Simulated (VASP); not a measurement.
## NbZn3: single point with LDA

Crystal: NbZn3.

```
Nb Zn
1.0
     3.93400    0.00000    0.00000
     0.00000    3.93400    0.00000
     0.00000    0.00000    3.93400
Nb Zn
1 3
Cartesian
  0.0000 0.0000 0.0000
  0.0000 1.9670 1.9670
  1.9670 0.0000 1.9670
  1.9670 1.9670 0.0000
```

```json
{
 "Program": "VASP 6.6.1",
 "Task": "single point",
 "Functional": "LDA",
 "Potentials or basis": "VASP PAW LDA potentials, release 64 (Nb_sv, Zn)",
 "Cutoff": "520 eV",
 "k mesh": "7 × 7 × 7",
 "Occupations": "fermi-dirac, width 0.1 eV",
 "Spin": "no spin polarisation",
 "Dipole correction": "no",
 "Further INCAR settings": "ALGO = Normal; EDIFF = 1e-07; NBANDS = 32"
}
```

- Pressure: -9.0 GPa
- Band gap on the k mesh: zero (an odd number of electrons rules out a gap without spin polarisation)

Levels at points of the mesh, in eV from the Fermi level:
```
           k point  band 20  band 21  band 22  band 23  band 24  band 25  band 26  band 27  band 28  band 29
(0.00, 0.00, 0.00)    -6.34    -1.44    -1.44     0.40     0.40     0.40     1.44     1.44     1.44     5.80
```

It took 64 s on 1 thread of Intel Xeon 8259CL (shared host), peak memory 0.17 GiB.

Caveat: the cell stands under tension.
